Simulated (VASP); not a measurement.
# Al (Im-3m) in VASP: notebook

Runs on Al. Level: PBE. Tasks: relaxation of cell and atoms.

All numbers are computed with VASP 6.6.1; they aren't measurements. Logs are shortened: lines on timing, memory, paths and dates and some standing lists are left out, and cuts for length are marked.

### Step 1. The cell of the first run

The structure is cubic, space group Im-3m (No. 229). Conventional cell: a = 2.968 Å, b = 2.968 Å, c = 2.968 Å, α = 90.00°, β = 90.00°, γ = 90.00°. Within 3.4 Å of Al (site symmetry m-3m) lie 14 Al at 2.57 to 2.97 Å.

### Step 2. Relaxation of cell and atoms, PBE, target pressure 30 GPa, at which the enthalpy is minimised

INCAR

```
SYSTEM = Al
PREC     = Accurate       ! precision mode
ENCUT    = 600            ! plane-wave cutoff, eV
EDIFF    = 1E-6           ! SCF threshold, eV
ISMEAR   = -1             ! smearing method
SIGMA    = 0.08           ! smearing width, eV
LREAL    = .FALSE.        ! projectors in reciprocal space
LASPH    = .TRUE.         ! aspherical terms in the spheres
NELM     = 60             ! most SCF steps
ALGO     = Normal         ! electronic algorithm
ISIF     = 3              ! what is computed and relaxed
LWAVE    = .FALSE.        ! write WAVECAR
LCHARG   = .FALSE.        ! write CHGCAR
GGA      = PE             ! functional
IBRION   = 2              ! ionic algorithm
NSW      = 60             ! ionic steps
EDIFFG   = -0.005         ! ionic threshold
PSTRESS  = 300.0
```

KPOINTS

```
Automatic mesh
0
G
  18 18 18
  0 0 0
```

POSCAR

```
Al
1.0
   -1.4839704988      1.4839704988      1.4839704988
    1.4839704988     -1.4839704988      1.4839704988
    1.4839704988      1.4839704988     -1.4839704988
Al
1
Direct
    0.0000000000      0.0000000000      0.0000000000
```

Potentials or basis: VASP PAW PBE potentials, release 64 (Al).

Launch:

```bash
$ cat potpaw_PBE.64/Al/POTCAR > POTCAR
$ mpirun -np 1 vasp_std > vasp.out
```

OUTCAR:

```text
SYSTEM = Al
   PREC = Accurate
   ENCUT = 600
   EDIFF = 1E-6
   ISMEAR = -1
   LREAL = .FALSE.
   LASPH = .TRUE.
   NELM = 60
   ISIF = 3
   GGA = PE
   IBRION = 2
   NSW = 60
   EDIFFG = -0.005
   PSTRESS = 300.0

 ion  position               nearest neighbor table
   1  0.000  0.000  0.000-

  LATTYP: Found a body centered cubic cell.
 ALAT       =     2.9679409976

  Lattice vectors:

 A1 = (  -1.4839704988,   1.4839704988,   1.4839704988)
 A2 = (   1.4839704988,  -1.4839704988,   1.4839704988)
 A3 = (   1.4839704988,   1.4839704988,  -1.4839704988)

Analysis of symmetry for initial positions (statically):
=====================================================================
 Subroutine PRICEL returns:
 Original cell was already a primitive cell.

 Routine SETGRP: Setting up the symmetry group for a
 body centered cubic supercell.

 Subroutine GETGRP returns: Found 48 space group operations
 (whereof 48 operations were pure point group operations)
 out of a pool of 48 trial point group operations.

The static configuration has the point symmetry O_h .

Analysis of symmetry for dynamics (positions and initial velocities):
=====================================================================
 Subroutine PRICEL returns:
 Original cell was already a primitive cell.

 Routine SETGRP: Setting up the symmetry group for a
 body centered cubic supercell.

 Subroutine GETGRP returns: Found 48 space group operations
 (whereof 48 operations were pure point group operations)
 out of a pool of 48 trial point group operations.

The dynamic configuration has the point symmetry O_h .

 Subroutine INISYM returns: Found 48 space group operations
 (whereof 48 operations are pure point group operations),
 and found     1 'primitive' translations

----------------------------------------------------------------------------------------

                                     Primitive cell

  volume of cell :      13.0718

  direct lattice vectors                    reciprocal lattice vectors
    -1.483970499  1.483970499  1.483970499     0.000000000  0.336933922  0.336933922
     1.483970499 -1.483970499  1.483970499     0.336933922  0.000000000  0.336933922
     1.483970499  1.483970499 -1.483970499     0.336933922  0.336933922  0.000000000

  length of vectors
     2.570312301  2.570312301  2.570312301     0.476496522  0.476496522  0.476496522

  position of ions in fractional coordinates (direct lattice)
     0.000000000  0.000000000  0.000000000

  ion indices of the primitive-cell ions
   primitive index   ion index
                 1           1

----------------------------------------------------------------------------------------

 KPOINTS: Automatic mesh

Automatic generation of k-mesh.
 Grid dimensions read from file:
 generate k-points for:   18   18   18

 Generating k-lattice:

  Cartesian coordinates                     Fractional coordinates (reciprocal lattice)
     0.000000000  0.018718551  0.018718551     0.055555556  0.000000000  0.000000000
     0.018718551  0.000000000  0.018718551     0.000000000  0.055555556  0.000000000
     0.018718551  0.018718551  0.000000000     0.000000000  0.000000000  0.055555556

  Length of vectors
     0.026472029  0.026472029  0.026472029

  Shift w.r.t. Gamma in fractional coordinates (k-lattice)
     0.000000000  0.000000000  0.000000000

 Subroutine IBZKPT returns following result:
 ===========================================

 Found    195 irreducible k-points:

 Following reciprocal coordinates:
            Coordinates               Weight
  0.000000  0.000000  0.000000      1.000000
  0.055556  0.000000  0.000000     12.000000
  0.111111  0.000000  0.000000     12.000000
  0.166667  0.000000  0.000000     12.000000
  0.222222  0.000000  0.000000     12.000000
  0.277778  0.000000  0.000000     12.000000
[... 16 lines left out ...]
  0.333333  0.111111  0.000000     48.000000
  0.388889  0.111111  0.000000     48.000000
 [... further k-points ...]
   k-points           NKPTS =    195   k-points in BZ     NKDIM =    195   number of bands    NBANDS=      5
   number of dos      NEDOS =    301   number of ions     NIONS =      1
   total plane-waves  NPLWV =  13824
   dimension x,y,z NGX =    24 NGY =   24 NGZ =   24
   dimension x,y,z NGXF=    48 NGYF=   48 NGZF=   48
   ions per type =               1
   NGX,Y,Z   is equivalent  to a cutoff of  15.52, 15.52, 15.52 a.u.
   NGXF,Y,Z  is equivalent  to a cutoff of  31.05, 31.05, 31.05 a.u.
 SYSTEM =  Al
   PREC   = accura    normal or accurate (medium, high low for compatibility)
   ISTART =      0    job   : 0-new  1-cont  2-samecut
   ICHARG =      2    charge: 1-file 2-atom 10-const
   ISPIN  =      1    spin polarized calculation?
   LNONCOLLINEAR =      F non collinear calculations
   LSORBIT =      F    spin-orbit coupling
   LASPH  =      T    aspherical Exc in radial PAW
   ENCUT  =  600.0 eV  44.10 Ry    6.64 a.u.   5.13  5.13  5.13*2*pi/ulx,y,z
   NELM   =     60;   NELMIN=  2; NELMDL= -5     # of ELM steps
   EDIFF  = 0.1E-05   stopping-criterion for ELM
   LREAL  =      F    real-space projection
   EDIFFG = -.5E-02   stopping-criterion for IOM
   NSW    =     60    number of steps for IOM
   IBRION =      2    ionic relax: 0-MD 1-quasi-New 2-CG
   NFREE  =      1    steps in history (QN), initial steepest desc. (CG)
   ISIF   =      3    stress and relaxation
   ISYM   =      2    0-nonsym 1-usesym 2-fastsym
   POTIM  = 0.5000    time-step for ionic-motion
   TEBEG  =    0.0;   TEEND  =   0.0 temperature during run
   PSTRESS=  300.0 pullay stress
   NELECT =       3.0000    total number of electrons
   NUPDOWN=      -1.0000    fix difference up-down
   EMIN   =  10.00;   EMAX   =-10.00  energy-range for DOS
   EFERMI =   0.00;   METHOD = LEGACY
   ISMEAR =    -1;   SIGMA  =   0.08  broadening in eV -4-tet -1-fermi 0-gaus
   EFERMI_NEDOS =   21; number of points for ismear=-14 and -15
   IALGO  =     38    algorithm
   IMIX   =      4    mixing-type and parameters
     AMIX     =   0.40;   BMIX     =  1.00
     AMIX_MAG =   1.60;   BMIX_MAG =  1.00
  volume/ion in A,a.u.               =      13.07        88.21
  Fermi-wavevector in a.u.,A,eV,Ry     =   1.002313  1.894097 13.668837  1.004631
  Thomas-Fermi vector in A             =   2.134792
   LORBIT       =      0    0 simple, 1 ext, 2 COOP (PROOUT), +10 PAW based schemes
   GGA     = PE    functional components
   LHFCALC =     F    Hartree Fock is set to
   AEXX    =    0.0000 exact exchange contribution
   IVDW    =     0    specifies the selected vdW correction
   LEPSILON=     F    determine dielectric tensor
   LRPA    =     F    only Hartree local field effects (RPA)
 conjugate gradient relaxation of ions
 non-spin polarized calculation
  energy-cutoff  :      600.00
  volume of cell :       13.07
 maximum number of plane-waves:       466
 NGX is ok and might be reduce to    24
   NGX = 11   NGY = 11   NGZ = 11

--------------------------------------- Ionic step        1  -------------------------------------------

 number of electron       3.0000000 magnetization

 Free energy of the ion-electron system (eV)
  ---------------------------------------------------
  ext. energy  EPLUGINS =         0.00000000
  ---------------------------------------------------
  free energy    TOTEN  =        -3.35792333 eV

  energy without entropy =       -3.35022471  energy(sigma->0) =       -3.35407402

------------------------ aborting loop because EDIFF is reached ----------------------------------------

  FORCE on cell =-STRESS in cart. coord.  units (eV):
  Direction    XX          YY          ZZ          XY          YZ          ZX
  --------------------------------------------------------------------------------------
  -------------------------------------------------------------------------------------
  Total        2.5359881      2.5359881      2.5359881      0.0000000      0.0000000      0.0000000
  in kB      310.8293332    310.8293332    310.8293332      0.0000000      0.0000000      0.0000000
  external PRESSURE =      10.8293332 kB  Pullay stress =     300.0000000 kB
[... 59 lines left out ...]
  enthalpy is  TOTEN    =        -0.9101886612 eV   P V=        2.4790661985

--------------------------------------- Ionic step        3  -------------------------------------------

 number of electron       3.0000000 magnetization

 Free energy of the ion-electron system (eV)
  ---------------------------------------------------
  ext. energy  EPLUGINS =         0.00000000
  ---------------------------------------------------
  free energy    TOTEN  =        -3.37250747 eV

  energy without entropy =       -3.36479924  energy(sigma->0) =       -3.36865335

 E-fermi :  10.6410     XC(G=0): -11.0540

 val. band max:       10.6248973068   @ k =  -0.3889   0.3889   0.1667
 cond. band min:      10.6653894107   @ k =  -0.3889   0.4444   0.2222
 fundamental gap:      0.0404921039
 Fermi energy:        10.6409826567

 k-point     1 :       0.0000    0.0000    0.0000
  band No.  band energies     occupation
      1      -2.2071      2.00000
      2      25.3395      0.00000
      3      25.3395      0.00000
      4      25.3395      0.00000
      5      28.7906      0.00000

 k-point     2 :       0.0556    0.0000    0.0000
  band No.  band energies     occupation
      1      -2.1039      2.00000
      2      24.3075      0.00000
      3      24.8868      0.00000
      4      24.9315      0.00000
      5      27.7309      0.00000
[... 169 lines left out ...]
 k-point    24 :       0.3889    0.1111    0.0000
  band No.  band energies     occupation
      1       4.4679      2.00000
      2       8.1141      2.00000
      3      16.4875      0.00000
      4      20.1723      0.00000
      5      23.8312      0.00000

 [... further k-points ...]

------------------------ aborting loop because EDIFF is reached ----------------------------------------

  FORCE on cell =-STRESS in cart. coord.  units (eV):
  Direction    XX          YY          ZZ          XY          YZ          ZX
  --------------------------------------------------------------------------------------
  -------------------------------------------------------------------------------------
  Total        2.4624652      2.4624652      2.4624652      0.0000000      0.0000000     -0.0000000
  in kB      300.0613615    300.0613615    300.0613615      0.0000000      0.0000000     -0.0000000
  external PRESSURE =       0.0613615 kB  Pullay stress =     300.0000000 kB
[... 16 lines left out ...]
  FREE ENERGIE OF THE ION-ELECTRON SYSTEM (eV)
  ---------------------------------------------------
  free  energy   TOTEN  =        -3.3725074680 eV

  energy  without entropy=       -3.3647992359  energy(sigma->0) =       -3.36865335

  enthalpy is  TOTEN    =        -0.9105458526 eV   P V=        2.4619616155

 reached required accuracy - stopping structural energy minimisation
```

Run time: 16 s. Hardware: 1 thread of AMD EPYC 9R45 (Zen 5), shared host; peak memory 0.11 GiB.

Results:

```
Free energy                                            : -3.3725 eV
Relaxed volume                                         : 13.15 Å³/atom
Relaxed cell                                           : a = 2.575 Å, b = 2.575 Å, c = 2.575 Å, α = 109.47°, β = 109.47°, γ = 109.47°
Space group after relaxing (to 0.05 Å)                 : Im-3m (No. 229)
Energy change on relaxing (the enthalpy is what falls) : -14.6 meV/atom
Ionic steps                                            : 3
Pressure after relaxing                                : 30.0 GPa
```

Step by step:
```tsv
step	energy change (eV)	largest force (eV/Å)	pressure (GPa)	volume (Å³)
1	0.0000	0.0000	31.08	13.07
2	-0.0313	0.0000	28.76	13.24
3	-0.0146	0.0000	30.01	13.15
```

Final structure:
```
Al
1.0
    -1.48686    1.48686    1.48686
     1.48686   -1.48686    1.48686
     1.48686    1.48686   -1.48686
Al
1
Direct
  0.00000 0.00000 0.00000
```

Caveat: the cell is relaxed towards a set pressure, so the enthalpy falls and the energy may rise.

### Step 3. Relaxation of cell and atoms, PBE, target pressure 30 GPa, at which the enthalpy is minimised

This run uses another cell than the first one, of 13.15 Å³/atom, 1.006 times its volume.

INCAR

```
  PREC = Accurate
  ENCUT = 600
  EDIFF = 1E-6
  ISMEAR = -1
  SIGMA = 0.08
  LREAL = False
  LASPH = True
  NELM = 60
  ALGO = Normal
  ISIF = 3
  LWAVE = False
  LCHARG = False
  GGA = PE
  IBRION = 2
  NSW = 32
  EDIFFG = -0.005
  PSTRESS = 300.0
```

KPOINTS

```
regular mesh
0
Gamma
  18 18 18
```

POSCAR

```
Al
1.0
   -1.4868875652      1.4868875652      1.4868875652
    1.4868875652     -1.4868875652      1.4868875652
    1.4868875652      1.4868875652     -1.4868875652
Al
1
Direct
    0.0000000000      0.0000000000      0.0000000000
```

Potentials or basis: VASP PAW PBE potentials, release 64 (Al).

Launch:

```bash
$ cat potpaw_PBE.64/Al/POTCAR > POTCAR
$ mpirun -np 1 vasp_std > vasp.out
```

Run time: 8.8 s. Hardware: 1 thread of AMD EPYC 9R45 (Zen 5), shared host; peak memory 0.11 GiB.

The run converged. Its results:

```
Free energy             : -3.3726 eV
Pressure after relaxing : 30.0 GPa
```

Final structure:
```
Al
1.0
    -1.48689    1.48689    1.48689
     1.48689   -1.48689    1.48689
     1.48689    1.48689   -1.48689
Al
1
Direct
  0.00000 0.00000 0.00000
```

Levels at points of the mesh, in eV from the Fermi level:
| k point | band 1 | band 2 | band 3 | band 4 | band 5 |
| --- | --- | --- | --- | --- | --- |
| (0.00, 0.00, 0.00) | -12.85 | 14.70 | 14.70 | 14.70 | 18.15 |
| (0.50, 0.00, 0.00) | -5.25 | -4.19 | 8.78 | 10.07 | 11.62 |
| (0.50, 0.50, 0.50) | 2.29 | 2.29 | 2.29 | 2.54 | 2.54 |

Caveat: the relaxation stopped at its first step, so nothing moved; the cell is relaxed towards a set pressure, so the enthalpy falls and the energy may rise.
